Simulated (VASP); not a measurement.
Wanted: the native input for a VASP 6.6.1 run.

| Item | Value |
| --- | --- |
| Task | single point |
| Functional | LDA |
| Potentials or basis | VASP PAW LDA potentials, release 64 (Co) |
| Cutoff | 520 eV |
| k mesh | 15 × 9 × 9 |
| Occupations | fermi-dirac, width 0.05 eV |
| Spin | collinear spin, ferromagnetic start |
| Starting moments | [1.7, 1.7, 1.7, 1.7] μB |
| Dipole correction | no |
| Further INCAR settings | ALGO = Normal; EDIFF = 1e-07; NBANDS = 30 |

The structure of Co lies in POSCAR:

```
Co
1.0
   -1.2147726099      2.1040478800      0.0000000000
    0.0000000000      0.0000000000      3.9181164580
    3.6443178296      2.1040478800      0.0000000000
Co
4
Direct
    0.5000000000      0.2500000000      0.1666666670
    0.0000000000      0.2500000000      0.6666666670
    0.0000000000      0.7500000000      0.3333333330
    0.5000000000      0.7500000000      0.8333333330
```

One way to write it, as run:

INCAR

```
SYSTEM = Co
ALGO = Normal
EDIFF = 1E-7
ENCUT = 520
GGA = CA
ISIF = 2
ISMEAR = -1
ISPIN = 2
LASPH = .True.
LCHARG = .False.
LMAXMIX = 4
LORBIT = 11
LREAL = .False.
LWAVE = .False.
MAGMOM = 1.7 1.7 1.7 1.7
NBANDS = 30
NELM = 150
PREC = Accurate
SIGMA = 0.05
```

KPOINTS

```
k-points
0
Gamma
  15 9 9
  0 0 0
```

Potentials or basis: VASP PAW LDA potentials, release 64 (Co).

Command:

```sh
$ cat potpaw_LDA.64/Co/POTCAR > POTCAR
$ mpirun -np 1 vasp_std > vasp.out
```

Results of the run:

| Property | Result |
| --- | --- |
| Pressure | -1.3 GPa |
| Net moment | 5.95 μB per cell |
| Site moments | Co +1.48 μB |
| Valence electrons inside the program's atomic spheres | Co 8.45 |

Run time: 9.6 min on 1 thread of Intel(R) Xeon(R) Platinum 8488C (Sapphire Rapids), with other jobs on the host, peak memory 0.38 GiB.
